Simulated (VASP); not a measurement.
# SiN (P6_3mc) in VASP: a series of runs, part 2 of 2

VASP 6.6.1. Earlier steps stand in the parts before.

## (4) Relaxation of cell and atoms, r2SCAN

This run uses another cell than the first one, of 9.82 Å³/atom, 1.018 times its volume.

Input file POSCAR:

```
SiN
1.0
    3.0232833814      0.0000000000      0.0000000000
   -1.5116416907      2.6182402111      0.0000000000
    0.0000000000      0.0000000000      4.9629556460
Si N
2 2
Direct
    0.3333333333      0.6666666667      0.4996013827
    0.6666666667      0.3333333333      0.9996013827
    0.3333333333      0.6666666667      0.8753986173
    0.6666666667      0.3333333333      0.3753986173
```

Input file INCAR.step1:

```
PREC     = Accurate       # precision mode
ENCUT    = 600            # plane-wave cutoff, eV
ISMEAR   = 0              # smearing method
SIGMA    = 0.1            # smearing width, eV
LREAL    = False          # projectors in reciprocal space
LASPH    = True           # aspherical terms in the spheres
NELM     = 80             # most SCF steps
GGA      = PE             # functional
ALGO     = Normal         # electronic algorithm
EDIFF    = 1E-4           # SCF threshold, eV
LWAVE    = True           # write WAVECAR
LCHARG   = False          # write CHGCAR
```

Input file INCAR.step2:

```
PREC     = Accurate       # precision mode
ENCUT    = 600            # plane-wave cutoff, eV
EDIFF    = 1E-6           # SCF threshold, eV
ISMEAR   = 0              # smearing method
SIGMA    = 0.1            # smearing width, eV
LREAL    = False          # projectors in reciprocal space
LASPH    = True           # aspherical terms in the spheres
NELM     = 80             # most SCF steps
ALGO     = Normal         # electronic algorithm
ISIF     = 3              # what is computed and relaxed
LWAVE    = False          # write WAVECAR
LCHARG   = False          # write CHGCAR
METAGGA  = R2SCAN         # meta-GGA
LMIXTAU  = True         
IBRION   = 2              # ionic algorithm
NSW      = 80             # ionic steps
EDIFFG   = -0.05          # ionic threshold
ISTART   = 1
```

Input file KPOINTS:

```
Automatic mesh
0
Gamma
  6 6 4
```

Potentials or basis: VASP PAW PBE potentials, release 64 (Si, N).

The run is started by

```bash
> cat potpaw_PBE.64/Si/POTCAR potpaw_PBE.64/N/POTCAR > POTCAR
> cp INCAR.step1 INCAR
> mpirun -np 1 vasp_std > vasp.out
> cp INCAR.step2 INCAR
> mpirun -np 1 vasp_std > vasp.out
```

OUTCAR:

```text
PREC = Accurate
   ENCUT = 600
   EDIFF = 1E-6
   ISMEAR = 0
   LREAL = False
   LASPH = True
   NELM = 80
   ISIF = 3
   METAGGA = R2SCAN
   IBRION = 2
   NSW = 80
   EDIFFG = -0.05
   ISTART = 1

 ion  position               nearest neighbor table
   1  0.333  0.667  0.500-   4 1.85   4 1.85   4 1.85   3 1.87   2 3.03   2 3.03   2 3.03   2 3.03
                             2 3.03   2 3.03
   2  0.667  0.333  1.000-   3 1.85   3 1.85   3 1.85   4 1.87   1 3.03   1 3.03   1 3.03   1 3.03
                             1 3.03   1 3.03
   3  0.333  0.667  0.875-   2 1.85   2 1.85   2 1.85   1 1.87
   4  0.667  0.333  0.375-   1 1.85   1 1.85   1 1.85   2 1.87

  LATTYP: Found a hexagonal cell.
 ALAT       =     3.0232833814
 C/A-ratio  =     1.6415780527

  Lattice vectors:

 A1 = (   3.0232833814,   0.0000000000,   0.0000000000)
 A2 = (  -1.5116416907,   2.6182402111,   0.0000000000)
 A3 = (   0.0000000000,   0.0000000000,   4.9629556460)

Analysis of symmetry for initial positions (statically):
=====================================================================
 Subroutine PRICEL returns:
 Original cell was already a primitive cell.

 Routine SETGRP: Setting up the symmetry group for a
[... 177 lines left out ...]
  --------------------------------------------------------------------------------------
  -------------------------------------------------------------------------------------
  Total       -1.8889722     -1.8889722      4.6802196      0.0000000     -0.0000000      0.0000000
  in kB      -77.0384291    -77.0384291    190.8745699      0.0000000     -0.0000000      0.0000000
  external PRESSURE =      12.2659039 kB  Pullay stress =       0.0000000 kB
[... 95 lines left out ...]
  FREE ENERGIE OF THE ION-ELECTRON SYSTEM (eV)
  ---------------------------------------------------
  free  energy   TOTEN  =       -36.0936812315 eV

  energy  without entropy=      -36.0889134533  energy(sigma->0) =      -36.09129734

[... ionic steps 4 to 7 ...]

--------------------------------------- Ionic step        8  -------------------------------------------

 number of electron      17.9999999 magnetization

------------------------ aborting loop because EDIFF is reached ----------------------------------------
[... 71 lines left out ...]
--------------------------------------- Ionic step       10  -------------------------------------------

 number of electron      18.0000000 magnetization

 Free energy of the ion-electron system (eV)
  ---------------------------------------------------
  ext. energy  EPLUGINS =         0.00000000
  ---------------------------------------------------
  free energy    TOTEN  =       -36.29595489 eV

  energy without entropy =      -36.28904603  energy(sigma->0) =      -36.29250046

 E-fermi :  11.0858     XC(G=0): -12.4867

 val. band max:       11.0709291346   @ k =   0.3333   0.0000   0.5000
 cond. band min:      11.5590044312   @ k =   0.5000   0.0000   0.2500
 fundamental gap:      0.4880752966
 Fermi energy:        11.0857772964

 k-point     1 :       0.0000    0.0000    0.0000
  band No.  band energies     occupation
      1     -10.8110      2.00000
      2      -9.1147      2.00000
      3      -2.2139      2.00000
      4       4.5602      2.00000
      5       6.6108      2.00000
      6       6.6108      2.00000
      7       7.0058      2.00000
      8       7.0058      2.00000
      9       8.2806      2.00000
     10      15.2092      0.00000
     11      16.4007      0.00000
     12      17.0535      0.00000
     13      18.7813      0.00000
[... 349 lines left out ...]
  FREE ENERGIE OF THE ION-ELECTRON SYSTEM (eV)
  ---------------------------------------------------
  free  energy   TOTEN  =       -36.2959548851 eV

  energy  without entropy=      -36.2890460326  energy(sigma->0) =      -36.29250046

 reached required accuracy - stopping structural energy minimisation
```

OSZICAR.step1:

```text
N       E                     dE             d eps       ncg     rms          rms(c)
DAV:   1     0.679260780623E+02    0.67926E+02   -0.99116E+03   546   0.143E+03
DAV:   2    -0.244295148876E+02   -0.92356E+02   -0.88341E+02   755   0.270E+02
DAV:   3    -0.294665068976E+02   -0.50370E+01   -0.49286E+01   731   0.621E+01
DAV:   4    -0.295209958737E+02   -0.54489E-01   -0.54253E-01   641   0.670E+00
DAV:   5    -0.295217907973E+02   -0.79492E-03   -0.79438E-03   746   0.718E-01    0.124E+01
DAV:   6    -0.268561630953E+02    0.26656E+01   -0.10475E+01   701   0.255E+01    0.596E+00
DAV:   7    -0.268859161434E+02   -0.29753E-01   -0.54079E-01   621   0.629E+00    0.275E+00
DAV:   8    -0.268726580577E+02    0.13258E-01   -0.27708E-02   671   0.159E+00    0.777E-01
DAV:   9    -0.268709224301E+02    0.17356E-02   -0.45233E-03   691   0.570E-01    0.121E-01
DAV:  10    -0.268710444095E+02   -0.12198E-03   -0.52466E-04   716   0.182E-01    0.479E-02
DAV:  11    -0.268710249924E+02    0.19417E-04   -0.10942E-04   413   0.890E-02
   1 F= -.26871025E+02 E0= -.26869523E+02  d E =-.300484E-02
```

Run time: 2.5 min. Hardware: 1 thread of Intel Xeon 6975P-C (Granite Rapids), shared host; peak memory 0.16 GiB.

Results:

```
Free energy                            : -36.2960 eV
Relaxed volume                         : 9.67 Å³/atom
Relaxed cell                           : a = 2.812 Å, b = 2.812 Å, c = 5.650 Å, α = 90.00°, β = 90.00°, γ = 120.00°
Space group after relaxing (to 0.05 Å) : P6_3mc (No. 186)
Energy gained by relaxing              : 249.2 meV/atom
Ionic steps                            : 10
Pressure after relaxing                : -0.1 GPa
Largest force after relaxing           : 0.008 eV/Å
Band gap on the k mesh                 : zero (band 9 reaches 12.76 eV, above the bottom of band 10 at 9.96 eV)
```

Forces in eV/Å, atoms in the order of the input:
```
Si   0.000  0.000  0.008
Si   0.000  0.000  0.008
N    0.000  0.000 -0.008
N    0.000  0.000 -0.008
```

Step by step:
```csv
step,energy change (eV),largest force (eV/Å),pressure (GPa),volume (Å³)
1,0.0000,1.3412,1.23,39.29
2,-0.6068,0.2840,-3.91,39.63
3,-0.7946,0.8990,-6.14,39.79
4,-0.8511,0.9213,1.63,37.75
5,-0.9449,0.8288,-2.87,38.64
6,-0.9765,0.3097,5.24,37.75
7,-0.9901,0.0960,2.10,38.06
8,-0.9956,0.0352,-0.05,38.59
9,-0.9957,0.0262,-0.45,38.69
10,-0.9969,0.0081,-0.06,38.68
```

Final structure:
```
Si N
1.0
     2.81156    0.00000    0.00000
    -1.40578    2.43488    0.00000
     0.00000    0.00000    5.65041
Si N
2 2
Direct
  0.33333 0.66667 0.51528
  0.66667 0.33333 0.01528
  0.33333 0.66667 0.85972
  0.66667 0.33333 0.35972
```

Levels at points of the mesh, in eV from the Fermi level:
| k point | band 5 | band 6 | band 7 | band 8 | band 9 | band 10 | band 11 | band 12 | band 13 |
| --- | --- | --- | --- | --- | --- | --- | --- | --- | --- |
| (0.00, 0.00, 0.00) | -4.47 | -4.47 | -4.08 | -4.08 | -2.81 | 4.12 | 5.31 | 5.97 | 7.70 |
| (0.50, 0.00, 0.00) | -9.35 | -7.64 | -6.26 | -5.36 | -0.58 | 1.33 | 2.21 | 4.79 | 5.38 |
| (0.00, 0.00, 0.50) | -4.28 | -4.28 | -4.28 | -4.28 | 1.67 | 1.67 | 5.26 | 5.26 | 8.13 |
| (0.50, 0.00, 0.50) | -7.62 | -7.62 | -5.84 | -5.84 | -1.13 | -1.13 | 4.05 | 4.05 | 6.50 |

Caveat: the k points lie up to 0.43 Å⁻¹ apart in the final cell; the PAW data sets were made with another functional, which shifts forces and pressure a little; the relaxation stopped at a loose force limit of 0.05 eV/Å, so its end isn't a converged minimum.

## (5) Summary

| task | spin | cell | cutoff (eV) | gap on the mesh (eV) | pressure (GPa) | largest force (eV/Å) |
| --- | --- | --- | --- | --- | --- | --- |
| single point | off | a = 2.809, b = 2.809, c = 5.649 Å, angles 90.0, 90.0, 120.0°, 4 atoms | 520 | none | 0.2 | - |
| single point | collinear, ferromagnetic start | a = 3.023, b = 3.023, c = 4.963 Å, angles 90.0, 90.0, 120.0°, 4 atoms | 520 | none | 1.2 | 1.34 |
| relaxation of cell and atoms | off | relaxed from a = 3.023, b = 3.023, c = 4.963 Å, angles 90.0, 90.0, 120.0°, 4 atoms | 600 | none | -0.1 | 0.01 |

Alike in all rows: level r2SCAN; potentials or basis VASP PAW PBE potentials, release 64 (Si, N); k mesh 6 × 6 × 4; smearing gaussian 0.1 eV.

Caveats: all runs use coarse meshes; the PAW data sets were made with another functional, which shifts forces and pressure a little; the relaxation stopped at a loose force limit of 0.05 eV/Å, so its end isn't a converged minimum (some runs).

Absolute energies hang on the potentials; compare differences alone.
